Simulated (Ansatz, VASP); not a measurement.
One calculation of TiCo, two programs

File INCAR:

```
PREC = Accurate
ENCUT = 520
EDIFF = 1E-7
ISMEAR = -1
SIGMA = 0.03
LREAL = F
LASPH = T
NELM = 150
ALGO = Normal
ISIF = 2
LWAVE = F
LCHARG = F
ISPIN = 2
MAGMOM = -1 2
LORBIT = 11
LMAXMIX = 4
GGA = PS
NBANDS = 22
```

The input KPOINTS:

```
Automatic mesh
0
Gamma
  11 11 11
```

Contents of POSCAR:

```
TiCo
1.0
    3.0058871358      0.0000000000      0.0000000000
    0.0000000000      3.0058871358      0.0000000000
    0.0000000000      0.0000000000      3.0058871358
Ti Co
1 1
Direct
    0.0000000000      0.0000000000      0.0000000000
    0.5000000000      0.5000000000      0.5000000000
```

Input for Ansatz:

```yaml
crystal:
  lattice:
    - [3.0058871358, 0.0, 0.0]
    - [0.0, 3.0058871358, 0.0]
    - [0.0, 0.0, 3.0058871358]
  atoms:
    - { symbol: Ti, position: [0.0, 0.0, 0.0], spin: -1.0 }
    - { symbol: Co, position: [0.5, 0.5, 0.5], spin: 2.0 }
magnetization:
  spin_polarized: true
kpoints:
  mp_grid: { grid: [11, 11, 11] }
scf:
  occupations: { method: fermi_dirac, width: 0.03 }
hamiltonian:
  xc: pbesol
  pseudopotentials: { kind: all_electron, lapw: { basis_error: 0.00025 } }
output:
  forces: true
  stress: true
  eigenvalues: true
```

Change from the starting cell: volume scaled by 1.02.

Alike in both runs: task single point; functional PBEsol; k mesh 11 × 11 × 11; occupations fermi-dirac, width 0.03 eV; collinear spin.

|  | VASP | Ansatz |
| --- | --- | --- |
| version | VASP 6.6.1 | Ansatz 0.2.0 |
| potentials or method | VASP PAW PBE potentials, release 64 (Ti_sv, Co), cutoff 520 eV | all-electron LAPW, scalar-relativistic |

```tsv
	VASP	Ansatz	Ansatz less VASP
pressure (GPa)	-10.5	-10.1	+0.38
net moment per atom (μB)	0.44	0.44	+0.008
size of the moment on the site where the two differ most (μB)	0.95	1.00	+0.044
```

VASP's potentials were made for PBE, not for PBEsol. Site moments also hang on the region over which each program counts them. Ansatz ran all-electron here, and VASP with PAW potentials.
